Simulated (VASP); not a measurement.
# Ti (Pm-3n) in VASP: a series of runs

Ti is run at these levels: PBE; tasks: single point, relaxation of cell and atoms.

Everything below comes from runs of VASP 6.6.1. Logs are shortened: lines on timing, memory, paths and dates and some standing lists are left out, and cuts for length are marked.

## Step 1: The cell of the first run

The structure is cubic, space group Pm-3n (No. 223). The conventional cell has a = 5.194 Å, b = 5.194 Å, c = 5.194 Å, α = 90.00°, β = 90.00°, γ = 90.00°. Ti (site symmetry m-3) has 12 Ti at 2.90 Å within 3.8 Å. Within 3.4 Å of Ti (site symmetry -4m2) lie 14 Ti at 2.60 to 3.18 Å.

## Step 2: Single point, PBE

Input file INCAR:

```
SYSTEM = Ti
PREC = Accurate
ENCUT = 500
EDIFF = 1E-6
ISMEAR = -1
SIGMA = 0.1
LREAL = .False.
LASPH = .True.
NELM = 120
ALGO = Normal
ISIF = 2
LWAVE = .False.
LCHARG = .False.
GGA = PE
NBANDS = 58
GGA_COMPAT = .False.
```

Input file KPOINTS:

```
regular mesh
0
Gamma
  5 5 5
  0 0 0
```

Input file POSCAR:

```
Ti
1.0
    5.1941540523      0.0000000000      0.0000000000
    0.0000000000      5.1941540523      0.0000000000
    0.0000000000      0.0000000000      5.1941540523
Ti
8
Direct
    1.0000000000      0.0000000000      1.0000000000
    0.5000000000      0.5000000000      0.5000000000
    0.2500000000      0.0000000000      0.5000000000
    0.7500000000      1.0000000000      0.5000000000
    0.5000000000      0.2500000000      0.0000000000
    0.5000000000      0.7500000000      1.0000000000
    0.0000000000      0.5000000000      0.2500000000
    1.0000000000      0.5000000000      0.7500000000
```

Potentials or basis: VASP PAW PBE potentials, release 64 (Ti_sv).

Run with:

```bash
$ cat potpaw_PBE.64/Ti_sv/POTCAR > POTCAR
$ mpirun -np 1 vasp_std > vasp.out
```

OUTCAR:

```text
SYSTEM = Ti
   PREC = Accurate
   ENCUT = 500
   EDIFF = 1E-6
   ISMEAR = -1
   LREAL = .False.
   LASPH = .True.
   NELM = 120
   ISIF = 2
   GGA = PE

 ion  position               nearest neighbor table
   1  0.000  0.000  0.000-   3 2.90   4 2.90   5 2.90   6 2.90   7 2.90   8 2.90   3 2.90   4 2.90
                             7 2.90   8 2.90   5 2.90   6 2.90
   2  0.500  0.500  0.500-   3 2.90   4 2.90   5 2.90   6 2.90   7 2.90   8 2.90   5 2.90   6 2.90
                             3 2.90   4 2.90   7 2.90   8 2.90
   3  0.250  0.000  0.500-   4 2.60   4 2.60   1 2.90   1 2.90   2 2.90   2 2.90
   4  0.750  0.000  0.500-   3 2.60   3 2.60   1 2.90   1 2.90   2 2.90   2 2.90
   5  0.500  0.250  0.000-   6 2.60   6 2.60   1 2.90   2 2.90   2 2.90   1 2.90
   6  0.500  0.750  0.000-   5 2.60   5 2.60   1 2.90   2 2.90   2 2.90   1 2.90
   7  0.000  0.500  0.250-   8 2.60   8 2.60   1 2.90   2 2.90   1 2.90   2 2.90
   8  0.000  0.500  0.750-   7 2.60   7 2.60   1 2.90   2 2.90   1 2.90   2 2.90

  LATTYP: Found a simple cubic cell.
 ALAT       =     5.1941540523

  Lattice vectors:

 A1 = (   5.1941540523,   0.0000000000,   0.0000000000)
 A2 = (   0.0000000000,   5.1941540523,   0.0000000000)
 A3 = (   0.0000000000,   0.0000000000,   5.1941540523)

Analysis of symmetry for initial positions (statically):
=====================================================================
 Subroutine PRICEL returns:
 Original cell was already a primitive cell.

 Routine SETGRP: Setting up the symmetry group for a
 simple cubic supercell.

 Subroutine GETGRP returns: Found 48 space group operations
 (whereof 24 operations were pure point group operations)
 out of a pool of 48 trial point group operations.

The static configuration has the point symmetry T_h .
 The point group associated with its full space group is O_h .

Analysis of symmetry for dynamics (positions and initial velocities):
=====================================================================
 Subroutine PRICEL returns:
 Original cell was already a primitive cell.

 Routine SETGRP: Setting up the symmetry group for a
 simple cubic supercell.

 Subroutine GETGRP returns: Found 48 space group operations
 (whereof 24 operations were pure point group operations)
 out of a pool of 48 trial point group operations.

The dynamic configuration has the point symmetry T_h .
 The point group associated with its full space group is O_h .

 Subroutine INISYM returns: Found 48 space group operations
 (whereof 24 operations are pure point group operations),
 and found     1 'primitive' translations

----------------------------------------------------------------------------------------

                                     Primitive cell

  volume of cell :     140.1343

  direct lattice vectors                    reciprocal lattice vectors
     5.194154052  0.000000000  0.000000000     0.192524132  0.000000000  0.000000000
     0.000000000  5.194154052  0.000000000     0.000000000  0.192524132  0.000000000
     0.000000000  0.000000000  5.194154052     0.000000000  0.000000000  0.192524132

  length of vectors
     5.194154052  5.194154052  5.194154052     0.192524132  0.192524132  0.192524132

  position of ions in fractional coordinates (direct lattice)
     0.000000000  0.000000000  0.000000000
     0.500000000  0.500000000  0.500000000
     0.250000000  0.000000000  0.500000000
     0.750000000  0.000000000  0.500000000
     0.500000000  0.250000000  0.000000000
     0.500000000  0.750000000  0.000000000
     0.000000000  0.500000000  0.250000000
     0.000000000  0.500000000  0.750000000

  ion indices of the primitive-cell ions
   primitive index   ion index
                 1           1
                 2           2
                 3           3
                 4           4
                 5           5
                 6           6
                 7           7
                 8           8

----------------------------------------------------------------------------------------

 KPOINTS: regular mesh

Automatic generation of k-mesh.
 Grid dimensions read from file:
 generate k-points for:    5    5    5

 Generating k-lattice:

  Cartesian coordinates                     Fractional coordinates (reciprocal lattice)
     0.038504826  0.000000000  0.000000000     0.200000000  0.000000000  0.000000000
     0.000000000  0.038504826  0.000000000     0.000000000  0.200000000  0.000000000
     0.000000000  0.000000000  0.038504826     0.000000000  0.000000000  0.200000000

  Length of vectors
     0.038504826  0.038504826  0.038504826

  Shift w.r.t. Gamma in fractional coordinates (k-lattice)
     0.000000000  0.000000000  0.000000000

 Subroutine IBZKPT returns following result:
 ===========================================

 Found     10 irreducible k-points:

 Following reciprocal coordinates:
            Coordinates               Weight
  0.000000  0.000000  0.000000      1.000000
  0.200000  0.000000  0.000000      6.000000
  0.400000  0.000000  0.000000      6.000000
  0.200000  0.200000  0.000000     12.000000
  0.400000  0.200000  0.000000     24.000000
  0.400000  0.400000  0.000000     12.000000
  0.200000  0.200000  0.200000      8.000000
  0.400000  0.200000  0.200000     24.000000
  0.400000  0.400000  0.200000     24.000000
  0.400000  0.400000  0.400000      8.000000
   k-points           NKPTS =     10   k-points in BZ     NKDIM =     10   number of bands    NBANDS=     58
   number of dos      NEDOS =    301   number of ions     NIONS =      8
   total plane-waves  NPLWV =  64000
   dimension x,y,z NGX =    40 NGY =   40 NGZ =   40
   dimension x,y,z NGXF=    80 NGYF=   80 NGZF=   80
   ions per type =               8
   NGX,Y,Z   is equivalent  to a cutoff of  12.80, 12.80, 12.80 a.u.
   NGXF,Y,Z  is equivalent  to a cutoff of  25.61, 25.61, 25.61 a.u.
 SYSTEM =  Ti
   PREC   = accura    normal or accurate (medium, high low for compatibility)
   ISTART =      0    job   : 0-new  1-cont  2-samecut
   ICHARG =      2    charge: 1-file 2-atom 10-const
   ISPIN  =      1    spin polarized calculation?
   LNONCOLLINEAR =      F non collinear calculations
   LSORBIT =      F    spin-orbit coupling
   LASPH  =      T    aspherical Exc in radial PAW
   ENCUT  =  500.0 eV  36.75 Ry    6.06 a.u.   9.47  9.47  9.47*2*pi/ulx,y,z
   NELM   =    120;   NELMIN=  2; NELMDL= -5     # of ELM steps
   EDIFF  = 0.1E-05   stopping-criterion for ELM
   LREAL  =      F    real-space projection
   EDIFFG = 0.1E-04   stopping-criterion for IOM
   NSW    =      0    number of steps for IOM
   IBRION =     -1    ionic relax: 0-MD 1-quasi-New 2-CG
   NFREE  =      0    steps in history (QN), initial steepest desc. (CG)
   ISIF   =      2    stress and relaxation
   ISYM   =      2    0-nonsym 1-usesym 2-fastsym
   POTIM  = 0.5000    time-step for ionic-motion
   TEBEG  =    0.0;   TEEND  =   0.0 temperature during run
   PSTRESS=    0.0 pullay stress
   NELECT =      96.0000    total number of electrons
   NUPDOWN=      -1.0000    fix difference up-down
   EMIN   =  10.00;   EMAX   =-10.00  energy-range for DOS
   EFERMI =   0.00;   METHOD = LEGACY
   ISMEAR =    -1;   SIGMA  =   0.10  broadening in eV -4-tet -1-fermi 0-gaus
   EFERMI_NEDOS =   21; number of points for ismear=-14 and -15
   IALGO  =     38    algorithm
   IMIX   =      4    mixing-type and parameters
     AMIX     =   0.40;   BMIX     =  1.00
     AMIX_MAG =   1.60;   BMIX_MAG =  1.00
  volume/ion in A,a.u.               =      17.52       118.21
  Fermi-wavevector in a.u.,A,eV,Ry     =   1.443169  2.727193 28.337340  2.082736
  Thomas-Fermi vector in A             =   2.561607
   LORBIT       =      0    0 simple, 1 ext, 2 COOP (PROOUT), +10 PAW based schemes
   GGA     = PE    functional components
   LHFCALC =     F    Hartree Fock is set to
   AEXX    =    0.0000 exact exchange contribution
   IVDW    =     0    specifies the selected vdW correction
   LEPSILON=     F    determine dielectric tensor
   LRPA    =     F    only Hartree local field effects (RPA)
 non-spin polarized calculation
  energy-cutoff  :      500.00
  volume of cell :      140.13
 maximum number of plane-waves:      3587
 NGX is ok and might be reduce to    40
   NGX = 19   NGY = 19   NGZ = 19

 number of electron      95.9999983 magnetization

 Free energy of the ion-electron system (eV)
  ---------------------------------------------------
  ext. energy  EPLUGINS =         0.00000000
  ---------------------------------------------------
  free energy    TOTEN  =       -61.50142861 eV

  energy without entropy =      -60.80974940  energy(sigma->0) =      -61.15558900

 E-fermi :   7.9097     XC(G=0): -11.4404

 val. band max:        7.9094340102   @ k =   0.0000   0.0000   0.0000
 cond. band min:       7.9116969002   @ k =   0.4000   0.2000   0.0000
 fundamental gap:      0.0022628900
 Fermi energy:         7.9096912913

 k-point     1 :       0.0000    0.0000    0.0000
  band No.  band energies     occupation
      1     -48.5301      2.00000
      2     -48.4422      2.00000
      3     -48.4422      2.00000
      4     -48.4231      2.00000
      5     -48.3756      2.00000
      6     -48.3150      2.00000
[... 50 lines left out ...]
     57       9.1669      0.00001
     58      10.3444      0.00000

 k-point     2 :       0.2000    0.0000    0.0000
  band No.  band energies     occupation
      1     -48.5202      2.00000
      2     -48.4468      2.00000
      3     -48.4335      2.00000
      4     -48.4229      2.00000
      5     -48.3785      2.00000
      6     -48.3268      2.00000
[... 50 lines left out ...]
     57       9.4123      0.00000
     58       9.7247      0.00000
[... 425 lines left out ...]
     57       9.7397      0.00000
     58       9.8994      0.00000

 k-point    10 :       0.4000    0.4000    0.4000
  band No.  band energies     occupation
      1     -48.4368      2.00000
      2     -48.4258      2.00000
      3     -48.4053      2.00000
      4     -48.4053      2.00000
      5     -48.3997      2.00000
      6     -48.3654      2.00000
[... 50 lines left out ...]
     57       9.8927      0.00000
     58       9.8927      0.00000

------------------------ aborting loop because EDIFF is reached ----------------------------------------

  FORCE on cell =-STRESS in cart. coord.  units (eV):
  Direction    XX          YY          ZZ          XY          YZ          ZX
  --------------------------------------------------------------------------------------
  -------------------------------------------------------------------------------------
  Total       -0.2494526     -0.2494526     -0.2494526     -0.0000000      0.0000000      0.0000000
  in kB       -2.8520306     -2.8520306     -2.8520306     -0.0000000      0.0000000      0.0000000
  external PRESSURE =      -2.8520306 kB  Pullay stress =       0.0000000 kB

 VOLUME and BASIS-vectors are now :
 -----------------------------------------------------------------------------
  energy-cutoff  :      500.00
  volume of cell :      140.13
      direct lattice vectors                 reciprocal lattice vectors
     5.194154052  0.000000000  0.000000000     0.192524132  0.000000000  0.000000000
     0.000000000  5.194154052  0.000000000     0.000000000  0.192524132  0.000000000
     0.000000000  0.000000000  5.194154052     0.000000000  0.000000000  0.192524132

 POSITION                                       TOTAL-FORCE (eV/Angst)
 -----------------------------------------------------------------------------------
      0.00000      0.00000      0.00000         0.000000      0.000000     -0.000000
      2.59708      2.59708      2.59708         0.000000      0.000000     -0.000000
      1.29854      0.00000      2.59708         0.000000     -0.000000     -0.000000
      3.89562      0.00000      2.59708        -0.000000      0.000000      0.000000
      2.59708      1.29854      0.00000        -0.000000     -0.000000     -0.000000
      2.59708      3.89562      0.00000        -0.000000      0.000000      0.000000
      0.00000      2.59708      1.29854         0.000000     -0.000000     -0.000000
      0.00000      2.59708      3.89562         0.000000      0.000000      0.000000
 -----------------------------------------------------------------------------------
    total drift:                                0.000000     -0.000000      0.000000

  FREE ENERGIE OF THE ION-ELECTRON SYSTEM (eV)
  ---------------------------------------------------
  free  energy   TOTEN  =       -61.5014286051 eV

  energy  without entropy=      -60.8097493964  energy(sigma->0) =      -61.15558900
```

Run time: 3 min. Hardware: 1 thread of Intel Xeon 8259CL, shared host; peak memory 0.25 GiB.

Results:

```yaml
Free_energy: -61.5014 eV
Pressure: -0.3 GPa
Band_gap_on_the_k_mesh: zero (bands 48 and 49 overlap by 0.50 eV)
```

## Step 3: Relaxation of cell and atoms, PBE

This run uses another cell than the first one, of 17.66 Å³/atom.

Input file INCAR:

```
SYSTEM = Ti
ALGO = Normal
EDIFF = 1E-7
EDIFFG = -0.01
ENCUT = 500
GGA = PE
GGA_COMPAT = .False.
IBRION = 2
ISIF = 3
ISMEAR = -1
LASPH = .True.
LCHARG = .False.
LREAL = .False.
LWAVE = .False.
NELM = 120
NELMIN = 4
NSW = 80
PREC = Accurate
SIGMA = 0.1
```

Input file KPOINTS:

```
k-points
0
Gamma
  5 5 5
  0 0 0
```

Input file POSCAR:

```
Ti
1.0
    5.2080934678      0.0000000000      0.0000000000
    0.0000000000      5.2080934678      0.0000000000
    0.0000000000      0.0000000000      5.2080934678
Ti
8
Direct
    0.0000000000      0.0000000000      0.0000000000
    0.5000000000      0.5000000000      0.5000000000
    0.2500000000      0.0000000000      0.5000000000
    0.7500000000      0.0000000000      0.5000000000
    0.5000000000      0.2500000000      0.0000000000
    0.5000000000      0.7500000000      0.0000000000
    0.0000000000      0.5000000000      0.2500000000
    0.0000000000      0.5000000000      0.7500000000
```

Potentials or basis: VASP PAW PBE potentials, release 64 (Ti_sv).

Run with:

```bash
$ cat potpaw_PBE.64/Ti_sv/POTCAR > POTCAR
$ mpirun -np 1 vasp_std > vasp.out
```

OUTCAR:

```text
SYSTEM = Ti
   EDIFF = 1E-7
   EDIFFG = -0.01
   ENCUT = 500
   GGA = PE
   IBRION = 2
   ISIF = 3
   ISMEAR = -1
   LASPH = .True.
   LREAL = .False.
   NELM = 120
   NELMIN = 4
   NSW = 80
   PREC = Accurate

 ion  position               nearest neighbor table
   1  0.000  0.000  0.000-   3 2.91   4 2.91   5 2.91   6 2.91   7 2.91   8 2.91   3 2.91   4 2.91
                             7 2.91   8 2.91   5 2.91   6 2.91
   2  0.500  0.500  0.500-   3 2.91   4 2.91   5 2.91   6 2.91   7 2.91   8 2.91   5 2.91   6 2.91
                             3 2.91   4 2.91   7 2.91   8 2.91
   3  0.250  0.000  0.500-   4 2.60   4 2.60   1 2.91   1 2.91   2 2.91   2 2.91
   4  0.750  0.000  0.500-   3 2.60   3 2.60   1 2.91   1 2.91   2 2.91   2 2.91
   5  0.500  0.250  0.000-   6 2.60   6 2.60   1 2.91   2 2.91   2 2.91   1 2.91
   6  0.500  0.750  0.000-   5 2.60   5 2.60   1 2.91   2 2.91   2 2.91   1 2.91
[... 194 lines left out ...]
  Total       -0.9385308     -0.9385308     -0.9385308      0.0000000     -0.0000000      0.0000000
  in kB      -10.6444398    -10.6444398    -10.6444398      0.0000000     -0.0000000      0.0000000
  external PRESSURE =     -10.6444398 kB  Pullay stress =       0.0000000 kB
[... 71 lines left out ...]
--------------------------------------- Ionic step        3  -------------------------------------------

 number of electron      95.9999989 magnetization

 Free energy of the ion-electron system (eV)
  ---------------------------------------------------
  ext. energy  EPLUGINS =         0.00000000
  ---------------------------------------------------
  free energy    TOTEN  =       -61.50264982 eV

  energy without entropy =      -60.81361711  energy(sigma->0) =      -61.15813346

 E-fermi :   7.9373     XC(G=0): -11.4532

 val. band max:        7.9349107159   @ k =   0.0000   0.0000   0.0000
 cond. band min:       7.9401511948   @ k =   0.4000   0.2000   0.0000
 fundamental gap:      0.0052404789
 Fermi energy:         7.9373328201

 k-point     1 :       0.0000    0.0000    0.0000
  band No.  band energies     occupation
      1     -48.4970      2.00000
      2     -48.4080      2.00000
      3     -48.4080      2.00000
      4     -48.3891      2.00000
      5     -48.3411      2.00000
      6     -48.2797      2.00000
[... 624 lines left out ...]
  FREE ENERGIE OF THE ION-ELECTRON SYSTEM (eV)
  ---------------------------------------------------
  free  energy   TOTEN  =       -61.5026498183 eV

  energy  without entropy=      -60.8136171073  energy(sigma->0) =      -61.15813346

 reached required accuracy - stopping structural energy minimisation
```

Wall time 7.9 min (1 thread of Intel Xeon 8259CL, shared host); peak memory 0.27 GiB.

What came out:

| Item | Value |
| --- | --- |
| Free energy | -61.5026 eV |
| Relaxed volume | 17.47 Å³/atom |
| Relaxed cell | a = 5.189 Å, b = 5.189 Å, c = 5.189 Å, α = 90.00°, β = 90.00°, γ = 90.00° |
| Space group after relaxing (to 0.1 Å) | Pm-3n (No. 223) |
| Energy gained by relaxing | 0.6 meV/atom |
| Ionic steps | 3 |
| Pressure after relaxing | 0.0 GPa |
| Band gap on the k mesh | zero (bands 48 and 49 overlap by 0.50 eV) |

The path:
```tsv
step	energy change (eV)	largest force (eV/Å)	pressure (GPa)	volume (Å³)
1	0.0000	0.0000	-1.06	141.27
2	-0.0033	0.0000	0.63	138.88
3	-0.0051	0.0000	-0.01	139.75
```

Final structure:
```
Ti
1.0
     5.18945    0.00000    0.00000
     0.00000    5.18945    0.00000
     0.00000    0.00000    5.18945
Ti
8
Direct
  0.00000 0.00000 0.00000
  0.50000 0.50000 0.50000
  0.25000 0.00000 0.50000
  0.75000 0.00000 0.50000
  0.50000 0.25000 0.00000
  0.50000 0.75000 0.00000
  0.00000 0.50000 0.25000
  0.00000 0.50000 0.75000
```
